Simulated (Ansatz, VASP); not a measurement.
# ZnS in VASP and in Ansatz

The input POSCAR:

```
ZnS
1.0
    3.6563874386      0.0000000000      0.0000000000
   -1.8281937193      3.2984629249      0.0000000000
    0.0000000000      0.0000000000     12.4664651431
Zn S
4 4
Direct
    0.0000000000      0.0000000000      0.0001143924
    0.0000000000      0.0000000000      0.5001143924
    0.3333333333      0.6666666667      0.2500706174
    0.6666666667      0.3333333333      0.7500706174
    0.0000000000      0.0000000000      0.1872361436
    0.0000000000      0.0000000000      0.6872361436
    0.3333333333      0.6666666667      0.4375788466
    0.6666666667      0.3333333333      0.9375788466
```

Contents of INCAR.step1:

```
SYSTEM = ZnS
  PREC = Accurate
  ENCUT = 520
  ISMEAR = 0
  SIGMA = 0.05
  LREAL = .False.
  LASPH = .True.
  NELM = 100
  NBANDS = 46
  GGA = PE
  ALGO = Normal
  EDIFF = 1E-4
  LWAVE = .True.
  LCHARG = .False.
```

INCAR.step2

```
SYSTEM = ZnS
  PREC = Accurate
  ENCUT = 520
  EDIFF = 1E-6
  ISMEAR = 0
  SIGMA = 0.05
  LREAL = .False.
  LASPH = .True.
  NELM = 100
  ALGO = Normal
  ISIF = 2
  LWAVE = .False.
  LCHARG = .False.
  METAGGA = R2SCAN
  LMIXTAU = .True.
  NBANDS = 46
  ISTART = 1
```

Contents of KPOINTS:

```
regular mesh
0
Gamma
  6 6 2
  0 0 0
```

Input for Ansatz:

```yaml
crystal:
  lattice:
    - [3.6563874386, 0.0, 0.0]
    - [-1.8281937193, 3.2984629249, 0.0]
    - [0.0, 0.0, 12.4664651431]
  atoms:
    - { symbol: Zn, position: [0.0, 0.0, 0.0001143924] }
    - { symbol: Zn, position: [0.0, 0.0, 0.5001143924] }
    - { symbol: Zn, position: [0.3333333333, 0.6666666667, 0.2500706174] }
    - { symbol: Zn, position: [0.6666666667, 0.3333333333, 0.7500706174] }
    - { symbol: S, position: [0.0, 0.0, 0.1872361436] }
    - { symbol: S, position: [0.0, 0.0, 0.6872361436] }
    - { symbol: S, position: [0.3333333333, 0.6666666667, 0.4375788466] }
    - { symbol: S, position: [0.6666666667, 0.3333333333, 0.9375788466] }
basis:
  ecutwfc: 500
kpoints:
  mp_grid: { grid: [6, 6, 2] }
hamiltonian:
  xc: r2scan
scf:
  occupations: { method: gaussian, width: 0.05 }
output:
  forces: true
  stress: true
  eigenvalues: true
```

Change from the starting cell: strain -0.0400 x Voigt [1, 0, 0, 0, 0, 0], atoms carried along.

Alike in both runs: task single point; functional r2SCAN; k mesh 6 × 6 × 2; occupations gaussian, width 0.05 eV; no spin polarisation.

```csv
,VASP,Ansatz
version,VASP 6.6.1,Ansatz 0.2.0
potentials or method,"VASP PAW PBE potentials, release 64 (Zn, S), cutoff 520 eV","scalar-relativistic, plane waves, PAW"
valence electrons in the cell,72,72
```

|  | VASP | Ansatz | Ansatz less VASP |
| --- | --- | --- | --- |
| gap on the k mesh at the Fermi level (eV) | 2.79 | 2.77 | -0.013 |
| least direct gap on the mesh (eV) | 2.79 | 2.77 | -0.013 |
| pressure (GPa) | 3.7 | 3.6 | -0.01 |
| traceless stress, the component that is largest in VASP (GPa) | 3.83 | 3.81 | -0.017 |
| rms of the force components (eV/Å) | 0.186 | 0.184 | -0.0016 |

VASP's potentials were made for PBE, not for r2SCAN. Atom by atom the forces differ by 0.011 eV/Å (rms over components). The functional is the same, so the differences come from potentials, cutoffs and numerics.
